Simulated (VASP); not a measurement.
# Ho2O (Pm) in VASP: single point with PBE

Aim: the single point of Ho2O with PBE.

All numbers are computed with VASP 6.6.1; they aren't measurements. Logs are shortened: lines on timing, memory, paths and dates and some standing lists are left out, and cuts for length are marked.

**1. The cell of the first run**

Symmetry: Pm, No. 6, monoclinic system. Conventional cell: a = 3.625 Å, b = 3.476 Å, c = 6.420 Å, α = 90.00°, β = 90.08°, γ = 90.00°. Within 2.8 Å of Ho (site symmetry m) lie 2 O at 2.12 Å. Ho (site symmetry m) has 1 O at 2.06 Å within 2.7 Å. O (site symmetry m) has 3 Ho at 2.06 to 2.12 Å within 2.7 Å.

The cell was generated, and may not be a known phase.

**2. Single point, PBE**

INCAR

```
PREC = Accurate ; ENCUT = 600
EDIFF = 1E-6 ; ISMEAR = 0
SIGMA = 0.2 ; LREAL = False
LASPH = True ; NELM = 200
ALGO = Normal ; ISIF = 2
LWAVE = False ; LCHARG = False
GGA = PE ; NBANDS = 19
GGA_COMPAT = False ; LMAXMIX = 6
```

KPOINTS

```
Automatic mesh
0
Gamma
  6 6 4
```

POSCAR

```
Ho2O
1.0
    3.6252308110      0.0000000000      0.0117361005
    0.0000000000      3.4756961480      0.0000000000
   -0.0122131592      0.0000000000      6.4197957768
Ho O
2 1
Direct
    0.5441566288      0.0000000000      0.9763314071
    1.0430803698      0.0000000000      0.4679890253
    0.0438024714      0.0000000000      0.1464656676
```

Potentials or basis: VASP PAW PBE potentials, release 64 (Ho_3, O), 4f in core.

Started as:

```sh
$ cat potpaw_PBE.64/Ho_3/POTCAR potpaw_PBE.64/O/POTCAR > POTCAR
$ mpirun -np 1 vasp_std > vasp.out
```

OUTCAR:

```text
PREC = Accurate
   ENCUT = 600
   EDIFF = 1E-6
   ISMEAR = 0
   LREAL = False
   LASPH = True
   NELM = 200
   ISIF = 2
   GGA = PE

 ion  position               nearest neighbor table
   1  0.544  0.000  0.976-   3 2.12   3 2.12   2 3.64   2 3.64   2 3.73   2 3.74
   2  0.043  0.000  0.468-   3 2.06   1 3.64   1 3.64   1 3.73   1 3.74
   3  0.044  0.000  0.146-   2 2.06   1 2.12   1 2.12

  LATTYP: Found a simple monoclinic cell.
 ALAT       =     3.6252498078
 B/A-ratio  =     0.9587466609
 C/A-ratio  =     1.7708593157
 COS(beta)  =    -0.0013349077

  Lattice vectors:

 A1 = (   3.6252308110,   0.0000000000,   0.0117361005)
 A2 = (   0.0000000000,  -3.4756961480,   0.0000000000)
 A3 = (   0.0122131592,   0.0000000000,  -6.4197957768)

Analysis of symmetry for initial positions (statically):
=====================================================================
 Subroutine PRICEL returns:
 Original cell was already a primitive cell.

 Routine SETGRP: Setting up the symmetry group for a
 simple monoclinic supercell.

 Subroutine GETGRP returns: Found  2 space group operations
 (whereof  2 operations were pure point group operations)
 out of a pool of  4 trial point group operations.

The static configuration has the point symmetry C_1h.

Analysis of symmetry for dynamics (positions and initial velocities):
=====================================================================
 Subroutine PRICEL returns:
 Original cell was already a primitive cell.

 Routine SETGRP: Setting up the symmetry group for a
 simple monoclinic supercell.

 Subroutine GETGRP returns: Found  2 space group operations
 (whereof  2 operations were pure point group operations)
 out of a pool of  4 trial point group operations.

The dynamic configuration has the point symmetry C_1h.

 Subroutine INISYM returns: Found  2 space group operations
 (whereof  2 operations are pure point group operations),
 and found     1 'primitive' translations

----------------------------------------------------------------------------------------

                                     Primitive cell

  volume of cell :      80.8912

  direct lattice vectors                    reciprocal lattice vectors
     3.625230811  0.000000000  0.011736101     0.275842807  0.000000000  0.000524769
     0.000000000  3.475696148  0.000000000     0.000000000  0.287712147  0.000000000
    -0.012213159  0.000000000  6.419795777    -0.000504271  0.000000000  0.155767236

  length of vectors
     3.625249808  3.475696148  6.419807394     0.275843306  0.287712147  0.155768052

  position of ions in fractional coordinates (direct lattice)
     0.544156629  0.000000000  0.976331407
     0.043080370  0.000000000  0.467989025
     0.043802471  0.000000000  0.146465668

  ion indices of the primitive-cell ions
   primitive index   ion index
                 1           1
                 2           2
                 3           3

----------------------------------------------------------------------------------------

 KPOINTS: Automatic mesh

Automatic generation of k-mesh.
 Grid dimensions read from file:
 generate k-points for:    6    6    4

 Generating k-lattice:

  Cartesian coordinates                     Fractional coordinates (reciprocal lattice)
     0.045973801  0.000000000  0.000087462     0.166666667  0.000000000  0.000000000
     0.000000000  0.047952024  0.000000000     0.000000000  0.166666667  0.000000000
    -0.000126068  0.000000000  0.038941809     0.000000000  0.000000000  0.250000000

  Length of vectors
     0.045973884  0.047952024  0.038942013

  Shift w.r.t. Gamma in fractional coordinates (k-lattice)
     0.000000000  0.000000000  0.000000000

 Subroutine IBZKPT returns following result:
 ===========================================

 Found     56 irreducible k-points:

 Following reciprocal coordinates:
            Coordinates               Weight
  0.000000  0.000000  0.000000      1.000000
  0.166667  0.000000 -0.000000      2.000000
  0.333333  0.000000  0.000000      2.000000
  0.500000  0.000000  0.000000      1.000000
  0.000000  0.166667  0.000000      2.000000
  0.166667  0.166667 -0.000000      4.000000
[... 16 lines left out ...]
  0.000000  0.166667  0.250000      4.000000
  0.166667  0.166667  0.250000      4.000000
 [... further k-points ...]
   k-points           NKPTS =     56   k-points in BZ     NKDIM =     56   number of bands    NBANDS=     19
   number of dos      NEDOS =    301   number of ions     NIONS =      3
   total plane-waves  NPLWV =  45360
   dimension x,y,z NGX =    30 NGY =   28 NGZ =   54
   dimension x,y,z NGXF=    60 NGYF=   56 NGZF=  108
   ions per type =               2   1
   NGX,Y,Z   is equivalent  to a cutoff of  13.76, 13.39, 13.98 a.u.
   NGXF,Y,Z  is equivalent  to a cutoff of  27.51, 26.79, 27.97 a.u.
 SYSTEM =  unknown system
   PREC   = accura    normal or accurate (medium, high low for compatibility)
   ISTART =      0    job   : 0-new  1-cont  2-samecut
   ICHARG =      2    charge: 1-file 2-atom 10-const
   ISPIN  =      1    spin polarized calculation?
   LNONCOLLINEAR =      F non collinear calculations
   LSORBIT =      F    spin-orbit coupling
   LASPH  =      T    aspherical Exc in radial PAW
   ENCUT  =  600.0 eV  44.10 Ry    6.64 a.u.   7.24  6.94 12.82*2*pi/ulx,y,z
   NELM   =    200;   NELMIN=  2; NELMDL= -5     # of ELM steps
   EDIFF  = 0.1E-05   stopping-criterion for ELM
   LREAL  =      F    real-space projection
   EDIFFG = 0.1E-04   stopping-criterion for IOM
   NSW    =      0    number of steps for IOM
   IBRION =     -1    ionic relax: 0-MD 1-quasi-New 2-CG
   NFREE  =      0    steps in history (QN), initial steepest desc. (CG)
   ISIF   =      2    stress and relaxation
   ISYM   =      2    0-nonsym 1-usesym 2-fastsym
   POTIM  = 0.5000    time-step for ionic-motion
   TEBEG  =    0.0;   TEEND  =   0.0 temperature during run
   PSTRESS=    0.0 pullay stress
   NELECT =      24.0000    total number of electrons
   NUPDOWN=      -1.0000    fix difference up-down
   EMIN   =  10.00;   EMAX   =-10.00  energy-range for DOS
   EFERMI =   0.00;   METHOD = LEGACY
   ISMEAR =     0;   SIGMA  =   0.20  broadening in eV -4-tet -1-fermi 0-gaus
   EFERMI_NEDOS =   21; number of points for ismear=-14 and -15
   IALGO  =     38    algorithm
   IMIX   =      4    mixing-type and parameters
     AMIX     =   0.40;   BMIX     =  1.00
     AMIX_MAG =   1.60;   BMIX_MAG =  1.00
  volume/ion in A,a.u.               =      26.96       181.96
  Fermi-wavevector in a.u.,A,eV,Ry     =   1.091888  2.063369 16.221132  1.192220
  Thomas-Fermi vector in A             =   2.228142
   LORBIT       =      0    0 simple, 1 ext, 2 COOP (PROOUT), +10 PAW based schemes
   GGA     = PE    functional components
   LHFCALC =     F    Hartree Fock is set to
   AEXX    =    0.0000 exact exchange contribution
   IVDW    =     0    specifies the selected vdW correction
   LEPSILON=     F    determine dielectric tensor
   LRPA    =     F    only Hartree local field effects (RPA)
 non-spin polarized calculation
 Gauss-broadening in eV      SIGMA  =   0.20
  energy-cutoff  :      600.00
  volume of cell :       80.89
 maximum number of plane-waves:      2740
 NGX is ok and might be reduce to    30
   NGX = 15   NGY = 13   NGZ = 25

 number of electron      24.0000001 magnetization

 Free energy of the ion-electron system (eV)
  ---------------------------------------------------
  ext. energy  EPLUGINS =         0.00000000
  ---------------------------------------------------
  free energy    TOTEN  =       -18.66582758 eV

  energy without entropy =      -18.61489097  energy(sigma->0) =      -18.64035927

 E-fermi :   2.6210     XC(G=0):  -9.2120

 val. band max:        2.6146451269   @ k =   0.5000   0.3333   0.2500
 cond. band min:       2.6234100066   @ k =   0.3333   0.0000   0.2500
 fundamental gap:      0.0087648797
 Fermi energy:         2.6210075478

 k-point     1 :       0.0000    0.0000    0.0000
  band No.  band energies     occupation
      1     -22.5733      2.00000
      2     -21.7947      2.00000
      3     -21.7678      2.00000
      4     -21.7674      2.00000
      5     -21.6864      2.00000
      6     -21.6517      2.00000
[... 11 lines left out ...]
     18       6.6061      0.00000
     19       7.0967      0.00000

 k-point     2 :       0.1667    0.0000   -0.0000
  band No.  band energies     occupation
      1     -22.5833      2.00000
      2     -21.8970      2.00000
      3     -21.7960      2.00000
      4     -21.7741      2.00000
      5     -21.7618      2.00000
      6     -21.6458      2.00000
[... 11 lines left out ...]
     18       6.7425      0.00000
     19       7.2474      0.00000

 k-point     3 :       0.3333    0.0000    0.0000
  band No.  band energies     occupation
      1     -22.6796      2.00000
      2     -22.0204      2.00000
      3     -21.9294      2.00000
      4     -21.8369      2.00000
      5     -21.7499      2.00000
      6     -21.6339      2.00000
[... 11 lines left out ...]
     18       6.5583      0.00000
     19       6.9040      0.00000

 k-point     4 :       0.5000    0.0000    0.0000
  band No.  band energies     occupation
      1     -22.7672      2.00000
      2     -22.0040      2.00000
      3     -22.0010      2.00000
      4     -21.8857      2.00000
      5     -21.7439      2.00000
      6     -21.6279      2.00000
[... 11 lines left out ...]
     18       6.4646      0.00000
     19       7.1945      0.00000

 k-point     5 :       0.0000    0.1667    0.0000
  band No.  band energies     occupation
      1     -22.5605      2.00000
      2     -21.8641      2.00000
      3     -21.7860      2.00000
      4     -21.7593      2.00000
      5     -21.7473      2.00000
      6     -21.6784      2.00000
[... 11 lines left out ...]
     18       6.6479      0.00000
     19       6.8265      0.00000

 k-point     6 :       0.1667    0.1667   -0.0000
  band No.  band energies     occupation
      1     -22.5707      2.00000
      2     -21.8874      2.00000
      3     -21.8573      2.00000
      4     -21.7874      2.00000
      5     -21.7654      2.00000
      6     -21.7408      2.00000
[... 11 lines left out ...]
     18       6.3032      0.00000
     19       6.6405      0.00000

 k-point     7 :       0.3333    0.1667    0.0000
  band No.  band energies     occupation
      1     -22.6670      2.00000
      2     -22.0098      2.00000
      3     -21.9193      2.00000
      4     -21.8433      2.00000
      5     -21.8279      2.00000
      6     -21.7281      2.00000
[... 11 lines left out ...]
     18       6.1081      0.00000
     19       6.7113      0.00000

 k-point     8 :       0.5000    0.1667    0.0000
  band No.  band energies     occupation
      1     -22.7542      2.00000
      2     -21.9929      2.00000
      3     -21.9911      2.00000
      4     -21.8760      2.00000
      5     -21.8366      2.00000
      6     -21.7217      2.00000
[... 256 lines left out ...]
 k-point    20 :       0.5000    0.0000    0.2500
  band No.  band energies     occupation
      1     -22.7992      2.00000
      2     -22.0437      2.00000
      3     -21.9590      2.00000
      4     -21.8444      2.00000
      5     -21.7439      2.00000
      6     -21.6279      2.00000
[... 11 lines left out ...]
     18       6.7444      0.00000
     19       7.5190      0.00000

 k-point    21 :      -0.3333    0.0000    0.2500
  band No.  band energies     occupation
      1     -22.6987      2.00000
      2     -22.0052      2.00000
      3     -21.9404      2.00000
      4     -21.8164      2.00000
      5     -21.7494      2.00000
      6     -21.6344      2.00000
[... 11 lines left out ...]
     18       6.9104      0.00000
     19       7.1385      0.00000

 k-point    22 :      -0.1667    0.0000    0.2500
  band No.  band energies     occupation
      1     -22.5573      2.00000
      2     -21.8929      2.00000
      3     -21.8485      2.00000
      4     -21.7605      2.00000
      5     -21.7592      2.00000
      6     -21.6471      2.00000
[... 11 lines left out ...]
     18       6.7331      0.00000
     19       7.3079      0.00000

 k-point    23 :       0.0000    0.1667    0.2500
  band No.  band energies     occupation
      1     -22.5121      2.00000
      2     -21.8621      2.00000
      3     -21.8218      2.00000
      4     -21.7741      2.00000
      5     -21.7495      2.00000
      6     -21.6906      2.00000
[... 11 lines left out ...]
     18       6.4292      0.00000
     19       6.6515      0.00000

 k-point    24 :       0.1667    0.1667    0.2500
  band No.  band energies     occupation
      1     -22.5460      2.00000
      2     -21.8829      2.00000
      3     -21.8557      2.00000
      4     -21.8384      2.00000
      5     -21.7507      2.00000
      6     -21.7424      2.00000
[... 11 lines left out ...]
     18       6.5322      0.00000
     19       6.6886      0.00000

 [... further k-points ...]

------------------------ aborting loop because EDIFF is reached ----------------------------------------

  FORCE on cell =-STRESS in cart. coord.  units (eV):
  Direction    XX          YY          ZZ          XY          YZ          ZX
  --------------------------------------------------------------------------------------
  -------------------------------------------------------------------------------------
  Total        0.5773936     -0.0458099      0.7383432      0.0000000      0.0000000     -0.0116045
  in kB       11.4361854     -0.9073375     14.6240455      0.0000000      0.0000000     -0.2298444
  external PRESSURE =       8.3842978 kB  Pullay stress =       0.0000000 kB

 VOLUME and BASIS-vectors are now :
 -----------------------------------------------------------------------------
  energy-cutoff  :      600.00
  volume of cell :       80.89
      direct lattice vectors                 reciprocal lattice vectors
     3.625230811  0.000000000  0.011736101     0.275842807  0.000000000  0.000524769
     0.000000000  3.475696148  0.000000000     0.000000000  0.287712147  0.000000000
    -0.012213159  0.000000000  6.419795777    -0.000504271  0.000000000  0.155767236

 POSITION                                       TOTAL-FORCE (eV/Angst)
 -----------------------------------------------------------------------------------
      1.96077      0.00000      6.27423         0.000073      0.000000     -0.202771
      0.15046      0.00000      3.00490         0.001692      0.000000      0.253152
      0.15701      0.00000      0.94079        -0.001765      0.000000     -0.050381
 -----------------------------------------------------------------------------------
    total drift:                               -0.000265      0.000000      0.000012

  FREE ENERGIE OF THE ION-ELECTRON SYSTEM (eV)
  ---------------------------------------------------
  free  energy   TOTEN  =       -18.6658275783 eV

  energy  without entropy=      -18.6148909671  energy(sigma->0) =      -18.64035927
```

It took 1.8 min on 1 thread of Intel Xeon Platinum 8259CL at 2.50GHz (Skylake/Cascade Lake), shared host; peak memory 0.26 GiB.

Results:

```yaml
Free_energy: -18.6658 eV
Pressure: 0.8 GPa
Largest_force: 0.253 eV/Å
Band_gap_on_the_k_mesh: zero (bands 12 and 13 overlap by 1.01 eV)
```

Forces in eV/Å, atoms in the order of the input:
```
Ho   0.000  0.000 -0.203
Ho   0.002  0.000  0.253
O   -0.002  0.000 -0.050
```

Caveat: spin-orbit coupling is left out, which moves the levels of the heavy elements; the 4f electrons are frozen in the core, so they carry no moment and show no levels; the run has no spin polarisation, though such a crystal can be magnetic. Spin polarisation is off, so any magnetic state and its effect on volume and gap are missing.
